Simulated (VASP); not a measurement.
Write the native input for VASP 6.6.1 that does the following.

| Property | Result |
| --- | --- |
| Task | single point |
| Functional | PBEsol |
| Potentials or basis | VASP PAW PBE potentials, release 64 (Cd) |
| Cutoff | 520 eV |
| k mesh | 10 × 10 × 3 |
| Occupations | fermi-dirac, width 0.05 eV |
| Spin | no spin polarisation |
| Dipole correction | no |
| Further INCAR settings | ALGO = Normal; EDIFF = 1e-07; NBANDS = 32 |

The structure of Cd lies in POSCAR:

```
Cd
1.0
    3.1135521260      0.0000000000      0.0000000000
   -1.5567760630      2.6964152371      0.0000000000
    0.0000000000      0.0000000000     10.4998167014
Cd
4
Direct
    0.6666666667      0.3333333333      0.7500000000
    0.0000000000      0.0000000000      0.5000000000
    0.3333333333      0.6666666667      0.2500000000
    0.0000000000      0.0000000000      0.0000000000
```

These files were run (other wordings do the same):

INCAR

```
SYSTEM = Cd
ALGO = Normal
EDIFF = 1E-7
ENCUT = 520
GGA = PS
ISIF = 2
ISMEAR = -1
LASPH = .TRUE.
LCHARG = .TRUE.
LELF = .TRUE.
LREAL = .FALSE.
LVHAR = .TRUE.
LWAVE = .FALSE.
NBANDS = 32
NELM = 100
PREC = Accurate
SIGMA = 0.05
```

KPOINTS

```
k-points
0
G
  10 10 3
  0 0 0
```

Potentials or basis: VASP PAW PBE potentials, release 64 (Cd).

Launch:

```bash
$ cat potpaw_PBE.64/Cd/POTCAR > POTCAR
$ mpirun -np 1 vasp_std > vasp.out
```

Results of the run:

```json
{"Pressure": "-2.3 GPa", "Band gap on the k mesh": "zero (bands 24 and 25 overlap by 2.57 eV)"}
```

Caveat: the PAW data sets were made with another functional, which shifts forces and pressure a little.

Run time: 23 s on 1 thread of Intel(R) Xeon(R) 6975P-C (Granite Rapids), with other jobs on the host, peak memory 0.22 GiB.
